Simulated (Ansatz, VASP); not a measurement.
# Two plane-wave programs on AlInAsP3

Contents of INCAR:

```
PREC     = Accurate       # precision mode
ENCUT    = 500            # plane-wave cutoff, eV
EDIFF    = 1E-6           # SCF threshold, eV
ISMEAR   = 0              # smearing method
SIGMA    = 0.1            # smearing width, eV
LREAL    = False          # projectors in reciprocal space
LASPH    = True           # aspherical terms in the spheres
NELM     = 120            # most SCF steps
ALGO     = Normal         # electronic algorithm
ISIF     = 2              # what is computed and relaxed
LWAVE    = False          # write WAVECAR
LCHARG   = False          # write CHGCAR
GGA      = PE             # functional
NBANDS   = 27             # bands
GGA_COMPAT= False
```

The input KPOINTS:

```
regular mesh
0
Gamma
  3 3 4
```

Contents of POSCAR:

```
AlInAsP3
1.0
    5.8482433200      0.0000000000      0.0000000000
   -2.9241216600      5.0647272800      0.0000000000
    0.0000000000      0.0000000000      4.2998960100
Al In P As
1 1 3 1
Direct
    0.6666666700      0.3333333300      0.0000000000
    0.0000000000      0.0000000000      0.0000000000
    0.6650506700      0.8325253300      0.5000000000
    0.1674746700      0.8325253300      0.5000000000
    0.1674746700      0.3349493300      0.5000000000
    0.3333333300      0.6666666700      0.0000000000
```

Input for Ansatz:

```yaml
crystal:
  lattice:
    - [5.84824332, 0.0, 0.0]
    - [-2.92412166, 5.06472728, 0.0]
    - [0.0, 0.0, 4.29989601]
  atoms:
    - { symbol: Al, position: [0.66666667, 0.33333333, 0.0] }
    - { symbol: In, position: [0.0, 0.0, 0.0] }
    - { symbol: P, position: [0.66505067, 0.83252533, 0.5] }
    - { symbol: P, position: [0.16747467, 0.83252533, 0.5] }
    - { symbol: P, position: [0.16747467, 0.33494933, 0.5] }
    - { symbol: As, position: [0.33333333, 0.66666667, 0.0] }
basis:
  ecutwfc: 420
kpoints:
  mp_grid: { grid: [3, 3, 4] }
hamiltonian:
  xc: pbe
scf:
  occupations: { method: gaussian, width: 0.1 }
  lower_state_search: "off"
output:
  forces: true
  stress: true
  eigenvalues: true
```

Change from the starting cell: species swapped into the LaAlCuNi3 type (P-6m2, No. 187).

Alike in both runs: task single point; functional PBE; k mesh 3 × 3 × 4; occupations gaussian, width 0.1 eV; no spin polarisation.

```csv
,VASP,Ansatz
version,VASP 6.6.1,Ansatz 0.2.0
potentials or method,"VASP PAW PBE potentials, release 64 (Al, In_d, P, As), cutoff 500 eV","scalar-relativistic, plane waves, PAW"
valence electrons in the cell,36,46
```

```tsv
	VASP	Ansatz	Ansatz less VASP
gap on the k mesh at the Fermi level (eV)	none	none	-
pressure (GPa)	1.5	1.6	+0.02
traceless stress, the component that is largest in VASP (GPa)	-1.74	-1.75	-0.006
rms of the force components (eV/Å)	0.223	0.223	+0.0003
```

Atom by atom the forces differ by 0.000 eV/Å (rms over components). A gap of «none» marks a metal or a gap that the smearing closes. VASP's potentials hold 36 valence electrons a cell and Ansatz's 46, so a difference there can come from the potentials and not from the codes.

The k mesh is coarse, so the values compare programs but aren't converged.
